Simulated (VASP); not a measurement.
A run of VASP 6.6.1 is set up as follows.

File INCAR:

```
PREC = Accurate
ENCUT = 600
EDIFF = 1E-7
ISMEAR = 0
SIGMA = 0.02
LREAL = False
LASPH = True
NELM = 100
ALGO = Normal
ISIF = 3
LWAVE = False
LCHARG = False
GGA = PE
IBRION = 2
NSW = 100
EDIFFG = -0.002
```

KPOINTS

```
regular mesh
0
Gamma
  8 8 8
```

File POSCAR:

```
GaP
1.0
    0.0000000000      2.7258124900      2.7258124900
    2.7258124900      0.0000000000      2.7258124900
    2.7258124900      2.7258124900      0.0000000000
Ga P
1 1
Direct
    0.0000000000      0.0000000000      0.0000000000
    0.7500000000      0.7500000000      0.7500000000
```

Potentials or basis: VASP PAW PBE potentials, release 64 (Ga_d, P).

Run with:

```console
$ cat potpaw_PBE.64/Ga_d/POTCAR potpaw_PBE.64/P/POTCAR > POTCAR
$ mpirun -np 1 vasp_std > vasp.out
```

Estimate the band gap on the k mesh.

1.58 eV, direct.

Predict the space group after relaxing (to 0.05 Å).

F-43m (No. 216).

Predict the relaxed volume.

20.86 Å³/atom.

What does it give for the relaxed cell?

a = 3.893 Å, b = 3.893 Å, c = 3.893 Å, α = 60.00°, β = 60.00°, γ = 60.00°.

The path:
```csv
step,energy change (eV),largest force (eV/Å),pressure (GPa),volume (Å³)
1,0.0000,0.0000,2.41,40.51
2,-0.0068,0.0000,-1.04,42.32
3,-0.0088,0.0000,0.00,41.71
```

A k mesh can miss the band edges. PBE gaps usually lie below the measured ones, often by a third to a half.
